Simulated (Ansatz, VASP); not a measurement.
## Pb in VASP and in Ansatz

```
Pb
1.0
     3.25662    0.00000    0.00000
     0.00000    3.25662    0.00000
     0.00000    0.00000    3.25662
Pb
1
Cartesian
  1.6283 1.6283 1.6283
```

Alike in both runs: task relaxation of cell and atoms; functional PBE; k mesh 18 × 18 × 18; occupations gaussian, width 0.1 eV; no spin polarisation.

|  | VASP | Ansatz |
| --- | --- | --- |
| version | VASP 6.6.1 | Ansatz 0.2.0 |
| potentials or method | VASP PAW PBE potentials, release 64 (Pb_d), cutoff 600 eV | scalar-relativistic, plane waves, PAW |
| valence electrons in the cell | 14 | 14 |

Ansatz gave:

| Property | Result |
| --- | --- |
| gap on the k mesh at the Fermi level, each at its own relaxed structure (eV) | none |
| relaxed volume (Å³/atom) | 34.41 |
| relaxed length of the cell vector where the two differ most in proportion (Å) | 3.253 |

**Question.** Which values does VASP return?

**Answer.** gap on the k mesh at the Fermi level, each at its own relaxed structure (eV): none; relaxed volume (Å³/atom): 34.40; relaxed length of the cell vector where the two differ most in proportion (Å): 3.252.

A gap of «none» marks a metal or a gap that the smearing closes.

Spin-orbit coupling is off throughout.
